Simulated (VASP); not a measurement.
# BN (Qingsongite) (F-43m) in VASP: further runs

Aim: see how the results for BN (Qingsongite) move with the level of theory and the settings. Levels: PBE, LDA, r2SCAN. Tasks: single point.

Program: VASP 6.6.1. These are calculated values, not measurements. Logs are shortened: lines on timing, memory, paths and dates and some standing lists are left out, and cuts for length are marked.

## 1. The cell of the first run

The structure is cubic, space group F-43m (No. 216). The conventional cell has a = 3.610 Å, b = 3.610 Å, c = 3.610 Å, α = 90.00°, β = 90.00°, γ = 90.00°. B (site symmetry -43m) has 4 N at 1.56 Å within 2.1 Å. Within 2.1 Å of N (site symmetry -43m) lie 4 B at 1.56 Å.

## 2. Single point, PBE

INCAR reads:

```
PREC = Accurate ; ENCUT = 520
EDIFF = 1E-7 ; ISMEAR = 0
SIGMA = 0.01 ; LREAL = False
LASPH = True ; NELM = 100
ALGO = Normal ; ISIF = 2
LWAVE = False ; LCHARG = True
GGA = PE ; LELF = True
LVHAR = True ; NBANDS = 11
```

KPOINTS reads:

```
regular mesh
0
Gamma
  6 6 6
```

POSCAR reads:

```
BN
1.0
    0.0000000000      1.8048245542      1.8048245542
    1.8048245542      0.0000000000      1.8048245542
    1.8048245542      1.8048245542      0.0000000000
B N
1 1
Direct
    0.0000000000      0.0000000000      0.0000000000
    0.2500000000      0.2500000000      0.2500000000
```

Potentials or basis: VASP PAW PBE potentials, release 64 (B, N).

Launch:

```sh
$ cat potpaw_PBE.64/B/POTCAR potpaw_PBE.64/N/POTCAR > POTCAR
$ mpirun -np 1 vasp_std > vasp.out
```

OUTCAR:

```text
PREC = Accurate
   ENCUT = 520
   EDIFF = 1E-7
   ISMEAR = 0
   LREAL = False
   LASPH = True
   NELM = 100
   ISIF = 2
   GGA = PE

 ion  position               nearest neighbor table
   1  0.000  0.000  0.000-   2 1.56   2 1.56   2 1.56   2 1.56
   2  0.250  0.250  0.250-   1 1.56   1 1.56   1 1.56   1 1.56

  LATTYP: Found a face centered cubic cell.
 ALAT       =     3.6096491084

  Lattice vectors:

 A1 = (   0.0000000000,   1.8048245542,   1.8048245542)
 A2 = (   1.8048245542,   0.0000000000,   1.8048245542)
 A3 = (   1.8048245542,   1.8048245542,   0.0000000000)

Analysis of symmetry for initial positions (statically):
=====================================================================
 Subroutine PRICEL returns:
 Original cell was already a primitive cell.

 Routine SETGRP: Setting up the symmetry group for a
 face centered cubic supercell.

 Subroutine GETGRP returns: Found 24 space group operations
 (whereof 24 operations were pure point group operations)
 out of a pool of 48 trial point group operations.

The static configuration has the point symmetry T_d .

Analysis of symmetry for dynamics (positions and initial velocities):
=====================================================================
 Subroutine PRICEL returns:
 Original cell was already a primitive cell.

 Routine SETGRP: Setting up the symmetry group for a
 face centered cubic supercell.

 Subroutine GETGRP returns: Found 24 space group operations
 (whereof 24 operations were pure point group operations)
 out of a pool of 48 trial point group operations.

The dynamic configuration has the point symmetry T_d .

 Subroutine INISYM returns: Found 24 space group operations
 (whereof 24 operations are pure point group operations),
 and found     1 'primitive' translations

----------------------------------------------------------------------------------------

                                     Primitive cell

  volume of cell :      11.7580

  direct lattice vectors                    reciprocal lattice vectors
     0.000000000  1.804824554  1.804824554    -0.277035238  0.277035238  0.277035238
     1.804824554  0.000000000  1.804824554     0.277035238 -0.277035238  0.277035238
     1.804824554  1.804824554  0.000000000     0.277035238  0.277035238 -0.277035238

  length of vectors
     2.552407362  2.552407362  2.552407362     0.479839108  0.479839108  0.479839108

  position of ions in fractional coordinates (direct lattice)
     0.000000000  0.000000000  0.000000000
     0.250000000  0.250000000  0.250000000

  ion indices of the primitive-cell ions
   primitive index   ion index
                 1           1
                 2           2

----------------------------------------------------------------------------------------

 KPOINTS: regular mesh

Automatic generation of k-mesh.
 Grid dimensions read from file:
 generate k-points for:    6    6    6

 Generating k-lattice:

  Cartesian coordinates                     Fractional coordinates (reciprocal lattice)
    -0.046172540  0.046172540  0.046172540     0.166666667  0.000000000  0.000000000
     0.046172540 -0.046172540  0.046172540     0.000000000  0.166666667  0.000000000
     0.046172540  0.046172540 -0.046172540     0.000000000  0.000000000  0.166666667

  Length of vectors
     0.079973185  0.079973185  0.079973185

  Shift w.r.t. Gamma in fractional coordinates (k-lattice)
     0.000000000  0.000000000  0.000000000

 Subroutine IBZKPT returns following result:
 ===========================================

 Found     16 irreducible k-points:

 Following reciprocal coordinates:
            Coordinates               Weight
  0.000000  0.000000  0.000000      1.000000
  0.166667  0.000000  0.000000      8.000000
  0.333333  0.000000  0.000000      8.000000
  0.500000  0.000000  0.000000      4.000000
  0.166667  0.166667  0.000000      6.000000
  0.333333  0.166667  0.000000     24.000000
[... 8 lines left out ...]
 -0.333333  0.333333  0.166667     24.000000
 -0.333333  0.500000  0.166667     12.000000
   k-points           NKPTS =     16   k-points in BZ     NKDIM =     16   number of bands    NBANDS=     11
   number of dos      NEDOS =    301   number of ions     NIONS =      2
   total plane-waves  NPLWV =   8000
   dimension x,y,z NGX =    20 NGY =   20 NGZ =   20
   dimension x,y,z NGXF=    40 NGYF=   40 NGZF=   40
   ions per type =               1   1
   NGX,Y,Z   is equivalent  to a cutoff of  13.03, 13.03, 13.03 a.u.
   NGXF,Y,Z  is equivalent  to a cutoff of  26.05, 26.05, 26.05 a.u.
 SYSTEM =  unknown system
   PREC   = accura    normal or accurate (medium, high low for compatibility)
   ISTART =      0    job   : 0-new  1-cont  2-samecut
   ICHARG =      2    charge: 1-file 2-atom 10-const
   ISPIN  =      1    spin polarized calculation?
   LNONCOLLINEAR =      F non collinear calculations
   LSORBIT =      F    spin-orbit coupling
   LASPH  =      T    aspherical Exc in radial PAW
   ENCUT  =  520.0 eV  38.22 Ry    6.18 a.u.   4.75  4.75  4.75*2*pi/ulx,y,z
   NELM   =    100;   NELMIN=  2; NELMDL= -5     # of ELM steps
   EDIFF  = 0.1E-06   stopping-criterion for ELM
   LREAL  =      F    real-space projection
   EDIFFG = 0.1E-05   stopping-criterion for IOM
   NSW    =      0    number of steps for IOM
   IBRION =     -1    ionic relax: 0-MD 1-quasi-New 2-CG
   NFREE  =      0    steps in history (QN), initial steepest desc. (CG)
   ISIF   =      2    stress and relaxation
   ISYM   =      2    0-nonsym 1-usesym 2-fastsym
   POTIM  = 0.5000    time-step for ionic-motion
   TEBEG  =    0.0;   TEEND  =   0.0 temperature during run
   PSTRESS=    0.0 pullay stress
   NELECT =       8.0000    total number of electrons
   NUPDOWN=      -1.0000    fix difference up-down
   EMIN   =  10.00;   EMAX   =-10.00  energy-range for DOS
   EFERMI =   0.00;   METHOD = LEGACY
   ISMEAR =     0;   SIGMA  =   0.01  broadening in eV -4-tet -1-fermi 0-gaus
   EFERMI_NEDOS =   21; number of points for ismear=-14 and -15
   IALGO  =     38    algorithm
   IMIX   =      4    mixing-type and parameters
     AMIX     =   0.40;   BMIX     =  1.00
     AMIX_MAG =   1.60;   BMIX_MAG =  1.00
  volume/ion in A,a.u.               =       5.88        39.67
  Fermi-wavevector in a.u.,A,eV,Ry     =   1.439881  2.720980 28.208365  2.073256
  Thomas-Fermi vector in A             =   2.558687
   LORBIT       =      0    0 simple, 1 ext, 2 COOP (PROOUT), +10 PAW based schemes
   GGA     = PE    functional components
   LHFCALC =     F    Hartree Fock is set to
   AEXX    =    0.0000 exact exchange contribution
   IVDW    =     0    specifies the selected vdW correction
   LEPSILON=     F    determine dielectric tensor
   LRPA    =     F    only Hartree local field effects (RPA)
 non-spin polarized calculation
 Gauss-broadening in eV      SIGMA  =   0.01
  energy-cutoff  :      520.00
  volume of cell :       11.76
 maximum number of plane-waves:       332
   NGX =  9   NGY =  9   NGZ =  9

 number of electron       7.9999999 magnetization

 Free energy of the ion-electron system (eV)
  ---------------------------------------------------
  ext. energy  EPLUGINS =         0.00000000
  ---------------------------------------------------
  free energy    TOTEN  =       -17.44444479 eV

  energy without entropy =      -17.44444479  energy(sigma->0) =      -17.44444479

 E-fermi :   7.5444     XC(G=0): -12.8432

 val. band max:        7.4606173895   @ k =   0.0000   0.0000   0.0000
 cond. band min:      11.9227187247   @ k =   0.5000   0.5000   0.0000
 fundamental gap:      4.4621013351
 Fermi energy:         7.5444484708

 k-point     1 :       0.0000    0.0000    0.0000
  band No.  band energies     occupation
      1     -12.8219      2.00000
      2       7.4606      2.00000
      3       7.4606      2.00000
      4       7.4606      2.00000
      5      16.2994      0.00000
      6      16.2994      0.00000
      7      16.2994      0.00000
      8      17.8818      0.00000
      9      32.2945      0.00000
     10      35.2809      0.00000
     11      35.2809      0.00000

 k-point     2 :       0.1667    0.0000    0.0000
  band No.  band energies     occupation
      1     -12.1494      2.00000
      2       4.4389      2.00000
      3       6.8371      2.00000
      4       6.8371      2.00000
      5      16.8424      0.00000
      6      17.2150      0.00000
      7      17.2150      0.00000
      8      19.7621      0.00000
      9      31.5030      0.00000
     10      31.5030      0.00000
     11      31.5144      0.00000

 k-point     3 :       0.3333    0.0000    0.0000
  band No.  band energies     occupation
      1     -10.2781      2.00000
      2      -0.4342      2.00000
      3       5.8924      2.00000
      4       5.8924      2.00000
      5      17.4209      0.00000
      6      18.1375      0.00000
      7      18.1375      0.00000
      8      22.0484      0.00000
      9      30.7461      0.00000
     10      31.9024      0.00000
     11      31.9024      0.00000

 k-point     4 :       0.5000    0.0000    0.0000
  band No.  band energies     occupation
      1      -8.5831      2.00000
      2      -3.2719      2.00000
      3       5.5116      2.00000
      4       5.5116      2.00000
      5      17.6626      0.00000
      6      18.1891      0.00000
      7      18.1891      0.00000
      8      22.7628      0.00000
      9      30.9788      0.00000
     10      34.3431      0.00000
     11      34.4327      0.00000
[... 127 lines left out ...]
 k-point    14 :       0.5000    0.3333    0.1667
  band No.  band energies     occupation
      1      -8.7836      2.00000
      2      -0.0068      2.00000
      3       1.9998      2.00000
      4       3.9043      2.00000
      5      16.2571      0.00000
      6      19.3817      0.00000
      7      20.6696      0.00000
      8      23.0784      0.00000
      9      27.1914      0.00000
     10      33.1310      0.00000
     11      35.7738      0.00000

 k-point    15 :      -0.3333    0.3333    0.1667
  band No.  band energies     occupation
      1      -7.4370      2.00000
      2      -1.5298      2.00000
      3       1.3801      2.00000
      4       2.9433      2.00000
      5      16.9688      0.00000
      6      19.3085      0.00000
      7      22.4753      0.00000
      8      23.9053      0.00000
      9      25.6120      0.00000
     10      33.2435      0.00000
     11      35.6196      0.00000

 k-point    16 :      -0.3333    0.5000    0.1667
  band No.  band energies     occupation
      1      -6.9792      2.00000
      2      -0.7563      2.00000
      3       1.2408      2.00000
      4       1.2800      2.00000
      5      15.2471      0.00000
      6      19.5124      0.00000
      7      22.5998      0.00000
      8      24.3111      0.00000
      9      27.1007      0.00000
     10      33.4194      0.00000
     11      37.7229      0.00000

------------------------ aborting loop because EDIFF is reached ----------------------------------------

  FORCE on cell =-STRESS in cart. coord.  units (eV):
  Direction    XX          YY          ZZ          XY          YZ          ZX
  --------------------------------------------------------------------------------------
  -------------------------------------------------------------------------------------
  Total        0.3709453      0.3709453      0.3709453     -0.0000000      0.0000000     -0.0000000
  in kB       50.5458509     50.5458509     50.5458509     -0.0000000      0.0000000     -0.0000000
  external PRESSURE =      50.5458509 kB  Pullay stress =       0.0000000 kB

 VOLUME and BASIS-vectors are now :
 -----------------------------------------------------------------------------
  energy-cutoff  :      520.00
  volume of cell :       11.76
      direct lattice vectors                 reciprocal lattice vectors
     0.000000000  1.804824554  1.804824554    -0.277035238  0.277035238  0.277035238
     1.804824554  0.000000000  1.804824554     0.277035238 -0.277035238  0.277035238
     1.804824554  1.804824554  0.000000000     0.277035238  0.277035238 -0.277035238

 POSITION                                       TOTAL-FORCE (eV/Angst)
 -----------------------------------------------------------------------------------
      0.00000      0.00000      0.00000        -0.000000     -0.000000     -0.000000
      0.90241      0.90241      0.90241         0.000000      0.000000      0.000000
 -----------------------------------------------------------------------------------
    total drift:                                0.000000      0.000000      0.000000

  FREE ENERGIE OF THE ION-ELECTRON SYSTEM (eV)
  ---------------------------------------------------
  free  energy   TOTEN  =       -17.4444447909 eV

  energy  without entropy=      -17.4444447909  energy(sigma->0) =      -17.44444479
```

Wall time 3.1 s (1 thread of Intel Xeon Platinum 8559C (Emerald Rapids), shared host); peak memory 0.11 GiB.

What came out:

```yaml
Free_energy: -17.4444 eV
Pressure: 5.1 GPa
Band_gap_on_the_k_mesh: 4.46 eV, indirect (least direct gap 8.84 eV)
```

Caveat: the k points lie up to 0.50 Å⁻¹ apart. A k mesh can miss the band edges.

## 3. Single point, LDA

INCAR reads:

```
ALGO = Normal ; EDIFF = 1E-6
ENCUT = 520 ; GGA = CA
ISIF = 2 ; ISMEAR = 0
LASPH = T ; LCHARG = T
LELF = T ; LREAL = F
LVHAR = T ; LWAVE = F
NBANDS = 11 ; NELM = 60
PREC = Accurate ; SIGMA = 0.01
```

KPOINTS reads:

```
k-points
0
Gamma
  6 6 6
```

POSCAR is that of step 2.

Potentials or basis: VASP PAW LDA potentials, release 64 (B, N).

Launch:

```sh
$ cat potpaw_LDA.64/B/POTCAR potpaw_LDA.64/N/POTCAR > POTCAR
$ mpirun -np 1 vasp_std > vasp.out
```

Wall time 3.1 s (1 thread of Intel Xeon Platinum 8559C (Emerald Rapids), shared host); peak memory 0.11 GiB.

The run converged. Its results:

| Quantity | Value |
| --- | --- |
| Free energy | -19.4036 eV |
| Pressure | -8.4 GPa |
| Band gap on the k mesh | 4.35 eV, indirect (least direct gap 8.70 eV) |

Levels at points of the mesh, in eV from the valence-band top:
| k point | band 1 | band 2 | band 3 | band 4 | band 5 | band 6 | band 7 | band 8 | band 9 |
| --- | --- | --- | --- | --- | --- | --- | --- | --- | --- |
| (0.00, 0.00, 0.00) | -20.12 | 0.00 | 0.00 | 0.00 | 8.70 | 8.70 | 8.70 | 10.51 | 24.57 |
| (0.50, 0.00, 0.00) | -15.82 | -10.76 | -1.96 | -1.96 | 10.27 | 10.59 | 10.59 | 15.06 | 23.14 |
| (0.50, 0.50, 0.00) | -14.43 | -8.92 | -4.95 | -4.95 | 4.35 | 9.17 | 17.77 | 17.77 | 20.58 |

Caveat: the k points lie up to 0.50 Å⁻¹ apart.

## 4. Single point, r2SCAN

POSCAR is that of step 3.

INCAR.step1 reads:

```
SYSTEM = BN
PREC = Accurate
ENCUT = 520
ISMEAR = 0
SIGMA = 0.01
LREAL = .FALSE.
LASPH = .TRUE.
NELM = 60
NBANDS = 11
GGA = PE
ALGO = Normal
EDIFF = 1E-4
LWAVE = .TRUE.
LCHARG = .FALSE.
```

INCAR.step2 reads:

```
SYSTEM = BN
PREC = Accurate
ENCUT = 520
EDIFF = 1E-6
ISMEAR = 0
SIGMA = 0.01
LREAL = .FALSE.
LASPH = .TRUE.
NELM = 60
ALGO = Normal
ISIF = 2
LWAVE = .FALSE.
LCHARG = .FALSE.
METAGGA = R2SCAN
LMIXTAU = .TRUE.
NBANDS = 11
ISTART = 1
```

KPOINTS reads:

```
Automatic mesh
0
G
  6 6 6
  0 0 0
```

Potentials or basis: VASP PAW PBE potentials, release 64 (B, N).

Launch:

```sh
$ cat potpaw_PBE.64/B/POTCAR potpaw_PBE.64/N/POTCAR > POTCAR
$ cp INCAR.step1 INCAR
$ mpirun -np 1 vasp_std > vasp.out
$ cp INCAR.step2 INCAR
$ mpirun -np 1 vasp_std > vasp.out
```

Run time: 12 s. Hardware: 1 thread of Intel Xeon Platinum 8559C (Emerald Rapids), shared host; peak memory 0.11 GiB.

It converged, with:

| Quantity | Value |
| --- | --- |
| Free energy | -19.1677 eV |
| Pressure | 1.2 GPa |
| Band gap on the k mesh | 4.98 eV, indirect (least direct gap 9.55 eV) |

Levels at points of the mesh, in eV from the valence-band top:
```
           k point  band 2  band 3  band 4  band 5  band 6  band 7
(0.00, 0.00, 0.00)    0.00    0.00    0.00    9.55    9.55    9.55
(0.50, 0.00, 0.00)  -11.13   -2.02   -2.02   10.84   11.49   11.49
(0.50, 0.50, 0.00)   -9.35   -5.12   -5.12    4.98    9.84   19.33
```

Caveat: the k points lie up to 0.50 Å⁻¹ apart; the PAW data sets were made with another functional, which shifts forces and pressure a little. r2SCAN opens gaps a little over a GGA but as a rule still falls short of measured ones.

(Continued in part 2 of 2.)
